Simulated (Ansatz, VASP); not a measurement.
## Two plane-wave programs on WSe2

```
CELL_PARAMETERS angstrom
3.29000 0.00000 0.00000
-1.64500 2.84922 0.00000
0.00000 0.00000 12.97000
ATOMIC_POSITIONS crystal
W 0.33333 0.66667 0.25000
W 0.66667 0.33333 0.75000
Se 0.31615 0.65565 0.62052
Se 0.66667 0.33333 0.12100
Se 0.33333 0.66667 0.87900
Se 0.66667 0.33333 0.37900
```

Alike in both runs: task single point; functional PBE; k mesh 9 × 9 × 2; occupations gaussian, width 0.05 eV; no spin polarisation.

```csv
,VASP,Ansatz
version,VASP 6.6.1,Ansatz 0.2.0
potentials or method,"VASP PAW PBE potentials, release 64 (W_sv, Se), cutoff 520 eV","scalar-relativistic, plane waves, PAW"
valence electrons in the cell,52,92
```

```csv
,VASP,Ansatz,Ansatz less VASP
gap on the k mesh at the Fermi level (eV),1.05,1.06,+0.005
pressure (GPa),3.9,3.6,-0.32
"traceless stress, the component that is largest in VASP (GPa)",-0.74,-0.73,+0.004
rms of the force components (eV/Å),0.181,0.170,-0.0110
```

Atom by atom the forces differ by 0.023 eV/Å (rms over components). With one functional, cell and mesh, what is left measures potentials, basis and numerics. VASP's potentials hold 52 valence electrons a cell and Ansatz's 92, so a difference there can come from the potentials and not from the codes.

Neither program's run includes spin-orbit coupling.
